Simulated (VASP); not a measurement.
Here is a VASP 6.6.1 calculation.

Contents of POSCAR:

```
CdTe
1.0
    0.0000000000      3.3559555000      3.3559555000
    3.3559555000      0.0000000000      3.3559555000
    3.3559555000      3.3559555000      0.0000000000
Cd Te
1 1
Direct
    0.0000000000      0.0000000000      0.0000000000
    0.7500000000      0.7500000000      0.7500000000
```

INCAR.step1

```
SYSTEM = CdTe
PREC = Accurate
ENCUT = 520
ISMEAR = 0
SIGMA = 0.02
LREAL = .False.
LASPH = .True.
NELM = 100
NBANDS = 16
GGA = PE
ALGO = Normal
EDIFF = 1E-4
LWAVE = .True.
LCHARG = .False.
```

The input INCAR.step2:

```
SYSTEM = CdTe
PREC = Accurate
ENCUT = 520
EDIFF = 1E-7
ISMEAR = 0
SIGMA = 0.02
LREAL = .False.
LASPH = .True.
NELM = 100
ALGO = Normal
ISIF = 2
LWAVE = .False.
LCHARG = .False.
METAGGA = R2SCAN
LMIXTAU = .True.
NBANDS = 16
ISTART = 1
```

The input KPOINTS:

```
Automatic mesh
0
Gamma
  8 8 8
  0 0 0
```

Potentials or basis: VASP PAW PBE potentials, release 64 (Cd, Te).

Run with:

```console
$ cat potpaw_PBE.64/Cd/POTCAR potpaw_PBE.64/Te/POTCAR > POTCAR
$ cp INCAR.step1 INCAR
$ mpirun -np 1 vasp_std > vasp.out
$ cp INCAR.step2 INCAR
$ mpirun -np 1 vasp_std > vasp.out
```

(1) Predict the pressure.

(2) Estimate the band gap on the k mesh.

Results:

(1) -2.3 GPa.

(2) 0.94 eV, direct.

Caveat: the cell differs from its parent crystal (functional r2SCAN, strained); the PAW data sets were made with another functional, which shifts forces and pressure a little; spin-orbit coupling is left out, which moves the levels of the heavy elements.
